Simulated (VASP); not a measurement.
Input of a VASP 6.6.1 run:

Contents of INCAR:

```
SYSTEM = Fe
PREC = Accurate
ENCUT = 600
EDIFF = 1E-6
ISMEAR = -1
SIGMA = 0.1
LREAL = .FALSE.
LASPH = .TRUE.
NELM = 120
ALGO = Normal
ISIF = 2
LWAVE = .FALSE.
LCHARG = .TRUE.
GGA = RE
LELF = .TRUE.
LVHAR = .TRUE.
NBANDS = 15
GGA_COMPAT = .FALSE.
```

The input KPOINTS:

```
regular mesh
0
G
  16 16 9
  0 0 0
```

POSCAR

```
Fe
1.0
    2.5692228997      0.0000000000      0.0000000000
   -1.2846114499      2.2250122991      0.0000000000
    0.0000000000      0.0000000000      4.0631935770
Fe
2
Direct
    0.3333333333      0.6666666667      0.2500000000
    0.6666666667      0.3333333333      0.7500000000
```

Potentials or basis: VASP PAW PBE potentials, release 64 (Fe).

Launch:

```bash
$ cat potpaw_PBE.64/Fe/POTCAR > POTCAR
$ mpirun -np 1 vasp_std > vasp.out
```

Q: Estimate the band gap on the k mesh.

A: Zero (bands 8 and 9 overlap by 1.53 eV).

Q: Predict the pressure.

A: -23.9 GPa.

Stress tensor (GPa, compression positive):
```
-23.58   0.00   0.00
  0.00 -23.58   0.00
  0.00   0.00 -24.57
```

Caveat: the cell stands under tension; the PAW data sets were made with another functional, which shifts forces and pressure a little; the run has no spin polarisation, though such a crystal can be magnetic. Spin polarisation is off, so any magnetic state and its effect on volume and gap are missing.
